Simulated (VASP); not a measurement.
# KF: single point with LDA

The system is KF.

```
CELL_PARAMETERS angstrom
-0.13755 2.54206 2.54206
2.54206 -0.13755 2.54206
2.54206 2.54206 -0.13755
ATOMIC_POSITIONS crystal
K 0.00000 0.00000 0.00000
F 0.50000 0.50000 0.50000
```

* Program: VASP 6.6.1
* Task: single point
* Functional: LDA
* Potentials or basis: VASP PAW LDA potentials, release 64 (K_sv, F)
* Cutoff: 520 eV
* k mesh: 8 × 8 × 8
* Occupations: gaussian, width 0.05 eV
* Spin: no spin polarisation

```yaml
Pressure: -1.3 GPa
Band_gap_on_the_k_mesh: 6.10 eV, direct
```

Stress tensor (GPa, compression positive):
```
-1.26  0.62  0.62
 0.62 -1.26  0.62
 0.62  0.62 -1.26
```

Levels at points of the mesh, in eV from the valence-band top:
```tsv
k point	band 5	band 6	band 7	band 8	band 9	band 10	band 11	band 12
(0.00, 0.00, 0.00)	-8.91	-0.07	-0.07	0.00	6.10	10.30	10.30	11.29
(0.50, 0.00, 0.00)	-8.96	-0.99	-0.51	-0.37	8.93	10.62	11.78	12.63
(0.50, 0.50, 0.00)	-9.17	-0.23	-0.12	-0.05	7.88	10.41	11.93	13.80
(0.50, 0.50, 0.50)	-9.04	-0.99	-0.59	-0.59	9.16	10.94	12.32	12.32
```

Wall time 21 s on 1 thread of AMD EPYC 7R13 Processor (Zen 3), on a shared host, peak memory 0.13 GiB.

A k mesh can miss the band edges.
